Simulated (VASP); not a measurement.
Input of a VASP 6.6.1 run:

INCAR

```
SYSTEM = SiC
ALGO = Normal ; EDIFF = 1E-6
ENCUT = 600 ; GGA = LIBXC
GGA_COMPAT = .FALSE. ; ISIF = 2
ISMEAR = -1 ; LASPH = .TRUE.
LCHARG = .FALSE. ; LIBXC1 = GGA_X_B88
LIBXC2 = GGA_C_PBE ; LREAL = .FALSE.
LWAVE = .FALSE. ; NBANDS = 36
NELM = 120 ; PREC = Accurate
SIGMA = 0.05
```

Contents of KPOINTS:

```
k-points
0
G
  10 10 2
  0 0 0
```

File POSCAR:

```
SiC
1.0
    3.0742275620      0.0000000000      0.0000000000
   -1.5371137810      2.6623591657      0.0000000000
    0.0000000000      0.0000000000     15.0681848517
Si C
6 6
Direct
    0.6666666667      0.3333333333      0.4583000000
    0.3333333333      0.6666666667      0.9583000000
    0.6666666667      0.3333333333      0.7917000000
    0.3333333333      0.6666666667      0.2917000000
    0.0000000000      0.0000000000      0.6250000000
    0.0000000000      0.0000000000      0.1250000000
    0.6666666667      0.3333333333      0.3333000000
    0.3333333333      0.6666666667      0.8333000000
    0.6666666667      0.3333333333      0.6667000000
    0.3333333333      0.6666666667      0.1667000000
    0.0000000000      0.0000000000      0.5000000000
    0.0000000000      0.0000000000      0.0000000000
```

Potentials or basis: VASP PAW PBE potentials, release 64 (Si, C).

Launch:

```sh
$ cat potpaw_PBE.64/Si/POTCAR potpaw_PBE.64/C/POTCAR > POTCAR
$ mpirun -np 1 vasp_std > vasp.out
```

(1) Predict the largest force.

(2) Estimate the pressure.

(3) Predict the band gap on the k mesh.

Answers

(1) 0.145 eV/Å.

(2) 4.7 GPa.

(3) 2.02 eV (least direct gap 3.12 eV).

Caveat: the cell stands under pressure; the PAW data sets were made with another functional, which shifts forces and pressure a little.
